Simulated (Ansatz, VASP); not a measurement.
**Cd4SeS3: VASP beside Ansatz**

```xyz
8
Lattice="-2.8998 2.8998 5.7996 2.8998 -2.8998 5.7996 2.8998 2.8998 -5.7996" Properties=species:S:1:pos:R:3 pbc="T T T"
Cd   -1.4499    1.4499    7.2496
Cd    1.4499   -1.4499    7.2496
Cd    1.4499    1.4499   -1.4499
Cd    1.4499    1.4499    4.3497
Se    0.0000    0.0000    5.7996
S     0.0000    2.8998    2.8998
S     2.8998    0.0000    2.8998
S     0.0000    0.0000    0.0000
```

Alike in both runs: task relaxation of cell and atoms; functional PBE; k mesh 4 × 4 × 4; occupations gaussian, width 0.1 eV; no spin polarisation.

|  | VASP | Ansatz |
| --- | --- | --- |
| version | VASP 6.6.1 | Ansatz 0.2.0 |
| potentials or method | VASP PAW PBE potentials, release 64 (Cd, Se, S), cutoff 600 eV | scalar-relativistic, plane waves, PAW |
| valence electrons in the cell | 72 | 114 |

|  | VASP | Ansatz | Ansatz less VASP |
| --- | --- | --- | --- |
| gap on the k mesh at the Fermi level, each at its own relaxed structure (eV) | 0.88 | 0.88 | +0.001 |
| relaxed volume (Å³/atom) | 26.98 | 26.94 | -0.039 |
| relaxed length of the cell vector where the two differ most in proportion (Å) | 7.347 | 7.342 | -0.0044 |

VASP's potentials hold 72 valence electrons a cell and Ansatz's 114, so a difference there can come from the potentials and not from the codes.
